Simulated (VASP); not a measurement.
# V (a cell with a defect) in VASP: further runs

V (a cell with a defect) is run at these levels: PBE; tasks: single point.

Program: VASP 6.6.1. These are calculated values, not measurements. Logs are shortened: lines on timing, memory, paths and dates and some standing lists are left out, and cuts for length are marked.

## Step 1: The cell of the first run

The cell holds a defect, 17 atoms: a = 6.040 Å, b = 6.040 Å, c = 6.040 Å, α = 90.00°, β = 90.00°, γ = 90.00°.

## Step 2: Single point, PBE

The input, INCAR:

```
SYSTEM = V
ALGO     = Normal         ! electronic algorithm
EDIFF    = 1E-7           ! SCF threshold, eV
ENCUT    = 520            ! plane-wave cutoff, eV
GGA      = PE             ! functional
ISIF     = 2              ! what is computed and relaxed
ISMEAR   = 0              ! smearing method
LASPH    = .True.         ! aspherical terms in the spheres
LCHARG   = .False.        ! write CHGCAR
LREAL    = Auto         
LWAVE    = .False.        ! write WAVECAR
NBANDS   = 124            ! bands
NELM     = 60             ! most SCF steps
PREC     = Accurate       ! precision mode
SIGMA    = 0.15           ! smearing width, eV
```

The input, KPOINTS:

```
k-points
0
Gamma
  3 3 3
  0 0 0
```

The input, POSCAR:

```
V
1.0
    6.0400000000      0.0000000000      0.0000000000
    0.0000000000      6.0400000000      0.0000000000
    0.0000000000      0.0000000000      6.0400000000
V
17
Direct
    0.0129140728      0.0022384106      0.0063013245
    0.5081913907      0.0016364238      0.0089680464
    0.0193016556      0.5151688742     -0.0035677152
    0.0216134106      0.0017283113      0.5045415563
    0.2708243377      0.2489516556      0.2530495033
    0.5051665563      0.5103099338      0.0012175497
    0.4046509934     -0.0815120861      0.5459897351
    0.8021321192      0.3052496689      0.1950804636
    0.0026905629      0.4916211921      0.5034932119
    0.2420791391      0.7328592715      0.2386811258
    0.2708498344      0.2520653974      0.7571132450
    0.5096799669      0.5039716887      0.5027519868
    0.7511210265      0.7517206954      0.2537650662
    0.7720973510      0.2665463576      0.7837087748
    0.2333988411      0.7222781457      0.7797331126
    0.7520052980      0.7610132450      0.7504453642
    0.6637188742      0.1168034768      0.4490908940
```

Potentials or basis: VASP PAW PBE potentials, release 64 (V_sv).

The run is started by

```
> cat potpaw_PBE.64/V_sv/POTCAR > POTCAR
> mpirun -np 1 vasp_std > vasp.out
```

OUTCAR:

```text
SYSTEM = V
   EDIFF = 1E-7
   ENCUT = 520
   GGA = PE
   ISIF = 2
   ISMEAR = 0
   LASPH = .True.
   LREAL = Auto
   NELM = 60
   PREC = Accurate

 ion  position               nearest neighbor table
   1  0.013  0.002  0.006-   8 2.50  14 2.54  15 2.55  10 2.56   5 2.62  11 2.64  16 2.64  13 2.65

   2  0.508  0.002  0.009-   5 2.54  13 2.57  11 2.58  16 2.59  14 2.64  10 2.67  15 2.74   8 2.79
                            17 2.90   7 2.91
   3  0.019  0.515  0.996-   8 2.18  15 2.22  10 2.38  14 2.48  11 2.63  16 2.65  13 2.66   5 2.70
[... 15 lines left out ...]
  11  0.271  0.252  0.757-   7 2.52   6 2.57   2 2.58  12 2.60   4 2.62   3 2.63   1 2.64   9 2.66
                            15 2.85
  12  0.510  0.504  0.503-  17 2.54  13 2.57   5 2.59   7 2.60  11 2.60  16 2.61  10 2.66  15 2.71
                            14 2.73   8 2.83
  13  0.751  0.752  0.254-  17 2.56   2 2.57  12 2.57   6 2.58   1 2.65   9 2.66   3 2.66   4 2.69
                             8 2.74   7 2.92
  14  0.772  0.267  0.784-  17 2.31   3 2.48   8 2.50   1 2.54   6 2.55   9 2.58   2 2.64  12 2.73
                             4 2.77
  15  0.233  0.722  0.780-   7 2.11   3 2.22   6 2.47   1 2.55   9 2.58   4 2.69  12 2.71   2 2.74
                            10 2.77  11 2.85
  16  0.752  0.761  0.750-   2 2.59  12 2.61   6 2.61   7 2.61   4 2.64   1 2.64   3 2.65   9 2.68
                            17 2.87
  17  0.664  0.117  0.449-   7 2.06   8 2.09   4 2.30  14 2.31  12 2.54  13 2.56   5 2.77  16 2.87
                             2 2.90

  LATTYP: Found a simple cubic cell.
 ALAT       =     6.0400000000

  Lattice vectors:

 A1 = (   6.0400000000,   0.0000000000,   0.0000000000)
 A2 = (   0.0000000000,   6.0400000000,   0.0000000000)
 A3 = (   0.0000000000,   0.0000000000,   6.0400000000)

Analysis of symmetry for initial positions (statically):
=====================================================================
 Subroutine PRICEL returns:
 Original cell was already a primitive cell.

 Routine SETGRP: Setting up the symmetry group for a
 simple cubic supercell.

 Subroutine GETGRP returns: Found  1 space group operations
 (whereof  1 operations were pure point group operations)
 out of a pool of 48 trial point group operations.

The static configuration has the point symmetry C_1 .

Analysis of symmetry for dynamics (positions and initial velocities):
=====================================================================
 Subroutine PRICEL returns:
 Original cell was already a primitive cell.

 Routine SETGRP: Setting up the symmetry group for a
 simple cubic supercell.

 Subroutine GETGRP returns: Found  1 space group operations
[... 131 lines left out ...]
   TEBEG  =    0.0;   TEEND  =   0.0 temperature during run
   PSTRESS=    0.0 pullay stress
   NELECT =     221.0000    total number of electrons
   NUPDOWN=      -1.0000    fix difference up-down
   EMIN   =  10.00;   EMAX   =-10.00  energy-range for DOS
   EFERMI =   0.00;   METHOD = LEGACY
   ISMEAR =     0;   SIGMA  =   0.15  broadening in eV -4-tet -1-fermi 0-gaus
   EFERMI_NEDOS =   21; number of points for ismear=-14 and -15
   IALGO  =     38    algorithm
   IMIX   =      4    mixing-type and parameters
     AMIX     =   0.40;   BMIX     =  1.00
     AMIX_MAG =   1.60;   BMIX_MAG =  1.00
  volume/ion in A,a.u.               =      12.96        87.47
  Fermi-wavevector in a.u.,A,eV,Ry     =   1.638710  3.096712 36.536663  2.685369
  Thomas-Fermi vector in A             =   2.729637
   LORBIT       =      0    0 simple, 1 ext, 2 COOP (PROOUT), +10 PAW based schemes
   GGA     = PE    functional components
   LHFCALC =     F    Hartree Fock is set to
   AEXX    =    0.0000 exact exchange contribution
   IVDW    =     0    specifies the selected vdW correction
   LEPSILON=     F    determine dielectric tensor
   LRPA    =     F    only Hartree local field effects (RPA)
 non-spin polarized calculation
 Gauss-broadening in eV      SIGMA  =   0.15
  energy-cutoff  :      520.00
  volume of cell :      220.35
 maximum number of plane-waves:      6031
 NGX is ok and might be reduce to    48
   NGX = 23   NGY = 23   NGZ = 23

 number of electron     220.9999977 magnetization

 Free energy of the ion-electron system (eV)
  ---------------------------------------------------
  ext. energy  EPLUGINS =         0.00000000
  ---------------------------------------------------
  free energy    TOTEN  =      -149.02412792 eV

  energy without entropy =     -148.79530761  energy(sigma->0) =     -148.90971776

 E-fermi :  10.2832     XC(G=0): -13.0786

 val. band max:       10.2786128222   @ k =   0.0000   0.0000   0.3333
 cond. band min:      10.3071516325   @ k =   0.0000  -0.3333   0.3333
 fundamental gap:      0.0285388102
 Fermi energy:        10.2831926794

 k-point     1 :       0.0000    0.0000    0.0000
  band No.  band energies     occupation
      1     -53.5807      2.00000
      2     -53.4068      2.00000
      3     -53.3955      2.00000
      4     -53.3895      2.00000
      5     -53.3864      2.00000
      6     -53.3808      2.00000
[... 1739 lines left out ...]
    121      11.6271      0.00000
    122      11.8794      0.00000
 [bands above 122 left out]

------------------------ aborting loop because EDIFF is reached ----------------------------------------

  FORCE on cell =-STRESS in cart. coord.  units (eV):
  Direction    XX          YY          ZZ          XY          YZ          ZX
  --------------------------------------------------------------------------------------
  -------------------------------------------------------------------------------------
  Total       17.3437558     16.8502574     16.9794976      2.9849465     -1.8574538     -1.3283816
  in kB      126.1080805    122.5198077    123.4595250     21.7038271    -13.5057214     -9.6587877
  external PRESSURE =     124.0291377 kB  Pullay stress =       0.0000000 kB

 VOLUME and BASIS-vectors are now :
 -----------------------------------------------------------------------------
  energy-cutoff  :      520.00
  volume of cell :      220.35
      direct lattice vectors                 reciprocal lattice vectors
     6.040000000  0.000000000  0.000000000     0.165562914  0.000000000  0.000000000
     0.000000000  6.040000000  0.000000000     0.000000000  0.165562914  0.000000000
     0.000000000  0.000000000  6.040000000     0.000000000  0.000000000  0.165562914

 POSITION                                       TOTAL-FORCE (eV/Angst)
 -----------------------------------------------------------------------------------
      0.07800      0.01352      0.03806         0.014436     -0.013235      0.040180
      3.06948      0.00988      0.05417         0.004746     -0.014268      0.067453
      0.11658      3.11162      6.01845         0.035197      0.011584     -0.062372
      0.13055      0.01044      3.04743        -0.017512     -0.006227      0.027919
      1.63578      1.50367      1.52842        -0.032576     -0.036468      0.056329
      3.05121      3.08227      0.00735        -0.000077     -0.019892     -0.004686
[... 9 lines left out ...]
      4.54211      4.59652      4.53269         0.036943      0.045912      0.003471
      4.00886      0.70549      2.71251        -0.113407      0.206290     -0.438607
 -----------------------------------------------------------------------------------
    total drift:                               -0.002836     -0.002595      0.006508

  FREE ENERGIE OF THE ION-ELECTRON SYSTEM (eV)
  ---------------------------------------------------
  free  energy   TOTEN  =      -149.0241279158 eV

  energy  without entropy=     -148.7953076100  energy(sigma->0) =     -148.90971776
```

It took 14 min on 1 thread of Intel Xeon Platinum 8559C (Emerald Rapids), shared host; peak memory 0.45 GiB.

Results:

| Property | Result |
| --- | --- |
| Free energy | -149.0241 eV |
| Pressure | 12.4 GPa |
| Largest force | 0.498 eV/Å |

Forces on the atoms (eV/Å):
```
V    0.014 -0.013  0.040
V    0.005 -0.014  0.067
V    0.035  0.012 -0.062
V   -0.018 -0.006  0.028
V   -0.033 -0.036  0.056
V    0.000 -0.020 -0.005
V    0.104 -0.157  0.379
V    0.165  0.191 -0.217
V   -0.018 -0.006  0.018
V    0.046  0.077  0.072
V   -0.024 -0.008 -0.005
V   -0.010  0.027  0.009
V    0.025 -0.034  0.005
V   -0.136 -0.194 -0.079
V   -0.079 -0.070  0.128
V    0.037  0.046  0.003
V   -0.113  0.206 -0.439
```

Levels at points of the mesh, in eV from the Fermi level:
| k point | band 106 | band 107 | band 108 | band 109 | band 110 | band 111 | band 112 | band 113 | band 114 | band 115 |
| --- | --- | --- | --- | --- | --- | --- | --- | --- | --- | --- |
| (0.00, 0.00, 0.00) | 0.05 | 0.20 | 0.24 | 0.29 | 0.31 | 0.44 | 0.62 | 0.64 | 0.72 | 0.77 |

## Step 3: Single point, PBE

The input, INCAR:

```
SYSTEM = V
ALGO     = Normal         ! electronic algorithm
EDIFF    = 1E-6           ! SCF threshold, eV
ENCUT    = 520            ! plane-wave cutoff, eV
GGA      = PE             ! functional
ISIF     = 2              ! what is computed and relaxed
ISMEAR   = 0              ! smearing method
LASPH    = .TRUE.         ! aspherical terms in the spheres
LCHARG   = .FALSE.        ! write CHGCAR
LREAL    = Auto         
LWAVE    = .FALSE.        ! write WAVECAR
NBANDS   = 124            ! bands
NELM     = 100            ! most SCF steps
PREC     = Accurate       ! precision mode
SIGMA    = 0.15           ! smearing width, eV
```

The input, KPOINTS:

```
k-points
0
G
  3 3 3
  0 0 0
```

The input, POSCAR:

```
V
1.0
    6.0400000000      0.0000000000      0.0000000000
    0.0000000000      6.0400000000      0.0000000000
    0.0000000000      0.0000000000      6.0400000000
V
17
Direct
    0.0132688742     -0.0021653974      0.0001887417
    0.5082347682     -0.0025918874     -0.0035907285
    0.0210172185      0.5121132450      0.0128609272
    0.0209099338     -0.0023182119      0.5023428808
    0.2699256623      0.2478460265      0.2503915563
    0.5051067881      0.5059183775      0.0055599338
    0.4095503311     -0.0855596026      0.4549205298
    0.7681635762      0.2576342715      0.2261394040
    0.0022526490      0.4877548013      0.5033842715
    0.2330420530      0.7188206954      0.2264369205
    0.2689544702      0.2446993377      0.7530566225
    0.5092890728      0.5010069536      0.5041761589
    0.7529980132      0.7575057947      0.2562834437
    0.8060079470      0.3041481788      0.8164074503
    0.2441847682      0.7312254967      0.7660039735
    0.7520720199      0.7473321192      0.7525860927
    0.6602617550      0.1173539735      0.5673629139
```

Potentials or basis: VASP PAW PBE potentials, release 64 (V_sv).

The run is started by

```
> cat potpaw_PBE.64/V_sv/POTCAR > POTCAR
> mpirun -np 1 vasp_std > vasp.out
```

OUTCAR:

```text
SYSTEM = V
   EDIFF = 1E-6
   ENCUT = 520
   GGA = PE
   ISIF = 2
   ISMEAR = 0
   LASPH = .TRUE.
   LREAL = Auto
   NELM = 100
   PREC = Accurate

 ion  position               nearest neighbor table
   1  0.013  0.998  0.000-  14 2.49  10 2.54   8 2.55  15 2.56  11 2.61   5 2.64  13 2.64  16 2.65

   2  0.508  0.997  0.996-  11 2.55  16 2.57   5 2.59  13 2.60   8 2.62  15 2.66  10 2.74  14 2.80
                            17 2.84   7 2.88
   3  0.021  0.512  0.013-  14 2.16  10 2.21  15 2.41   8 2.52   5 2.62  13 2.64  16 2.67  11 2.70
[... 14 lines left out ...]
                            15 2.78   5 2.86  13 2.91
  11  0.269  0.245  0.753-   2 2.55  12 2.60   4 2.60   1 2.61   6 2.62   9 2.65   3 2.70  17 2.73
                             7 2.82  14 2.85
  12  0.509  0.501  0.504-  17 2.52  16 2.57   7 2.59  11 2.60   5 2.60  13 2.61  15 2.65  10 2.71
                             8 2.73  14 2.86
  13  0.753  0.758  0.256-   7 2.58   2 2.60  12 2.61   6 2.62   4 2.63   1 2.64   3 2.64   9 2.67
                            10 2.91
  14  0.806  0.304  0.816-  17 2.08   3 2.16   6 2.47   9 2.49   1 2.49   8 2.50  16 2.72   2 2.80
                            11 2.85  12 2.86
  15  0.244  0.731  0.766-   7 2.40   3 2.41   6 2.54   1 2.56   9 2.61   4 2.64  12 2.65   2 2.66
[... 218 lines left out ...]
      2     -53.4016      2.00000
      3     -53.3933      2.00000
      4     -53.3917      2.00000
      5     -53.3858      2.00000
      6     -53.3754      2.00000
[... 1739 lines left out ...]
    121      11.7247      0.00000
    122      11.8405      0.00000
 [bands above 122 left out]

------------------------ aborting loop because EDIFF is reached ----------------------------------------

  FORCE on cell =-STRESS in cart. coord.  units (eV):
  Direction    XX          YY          ZZ          XY          YZ          ZX
  --------------------------------------------------------------------------------------
  -------------------------------------------------------------------------------------
  Total       17.0085219     16.7235136     17.0784225      2.9398059      2.2336707      1.6626316
  in kB      123.6705634    121.5982413    124.1788175     21.3756056     16.2412302     12.0891511
  external PRESSURE =     123.1492074 kB  Pullay stress =       0.0000000 kB

 VOLUME and BASIS-vectors are now :
 -----------------------------------------------------------------------------
  energy-cutoff  :      520.00
  volume of cell :      220.35
      direct lattice vectors                 reciprocal lattice vectors
     6.040000000  0.000000000  0.000000000     0.165562914  0.000000000  0.000000000
     0.000000000  6.040000000  0.000000000     0.000000000  0.165562914  0.000000000
     0.000000000  0.000000000  6.040000000     0.000000000  0.000000000  0.165562914

 POSITION                                       TOTAL-FORCE (eV/Angst)
 -----------------------------------------------------------------------------------
      0.08014      6.02692      0.00114         0.006753     -0.009013     -0.036719
      3.06974      6.02435      6.01831        -0.002666     -0.011552     -0.050038
      0.12694      3.09316      0.07768         0.042437      0.015873      0.059584
      0.12630      6.02600      3.03415        -0.012017     -0.007670     -0.022549
      1.63035      1.49699      1.51237        -0.028647     -0.006689     -0.003047
      3.05085      3.05575      0.03358        -0.008534     -0.014768      0.004971
[... 9 lines left out ...]
      4.54252      4.51389      4.54562         0.017826     -0.030470     -0.010162
      3.98798      0.70882      3.42687        -0.104556      0.123757      0.323943
 -----------------------------------------------------------------------------------
    total drift:                                0.006345     -0.015791     -0.002876

  FREE ENERGIE OF THE ION-ELECTRON SYSTEM (eV)
  ---------------------------------------------------
  free  energy   TOTEN  =      -149.0975008418 eV

  energy  without entropy=     -148.8724236212  energy(sigma->0) =     -148.98496223
```

stdout:

```text
POSCAR found type information on POSCAR V
 POSCAR found :  1 types and      17 ions
 scaLAPACK will be used
 LDA part: xc-table for (Slater+PW92), standard interpolation
 POSCAR, INCAR and KPOINTS ok, starting setup
 FFT: planning ... GRIDC
 FFT: planning ... GRID_SOFT
 FFT: planning ... GRID
 WAVECAR not read
 entering main loop
```

It took 29 min on 1 thread of AMD EPYC 7R13 (Zen 3), shared host; peak memory 0.41 GiB.

What came out:

| Quantity | Value |
| --- | --- |
| Free energy | -149.0975 eV |
| Pressure | 12.3 GPa |
| Largest force | 0.362 eV/Å |

Forces on the atoms (eV/Å):
```
V    0.007 -0.009 -0.037
V   -0.003 -0.012 -0.050
V    0.042  0.016  0.060
V   -0.012 -0.008 -0.023
V   -0.029 -0.007 -0.003
V   -0.009 -0.015  0.005
V    0.114 -0.088 -0.279
V   -0.118 -0.163  0.070
V   -0.008 -0.004 -0.019
V   -0.081 -0.068 -0.126
V   -0.032 -0.022 -0.047
V   -0.009  0.013 -0.006
V    0.034  0.030 -0.003
V    0.137  0.172  0.203
V    0.051  0.070 -0.059
V    0.018 -0.030 -0.010
V   -0.105  0.124  0.324
```

Stress tensor (GPa, compression positive):
```
12.37  2.14  1.21
 2.14 12.16  1.62
 1.21  1.62 12.42
```

Levels at points of the mesh, in eV from the Fermi level:
| k point | band 106 | band 107 | band 108 | band 109 | band 110 | band 111 | band 112 | band 113 | band 114 | band 115 |
| --- | --- | --- | --- | --- | --- | --- | --- | --- | --- | --- |
| (0.00, 0.00, 0.00) | 0.05 | 0.22 | 0.27 | 0.30 | 0.34 | 0.45 | 0.64 | 0.64 | 0.70 | 0.74 |
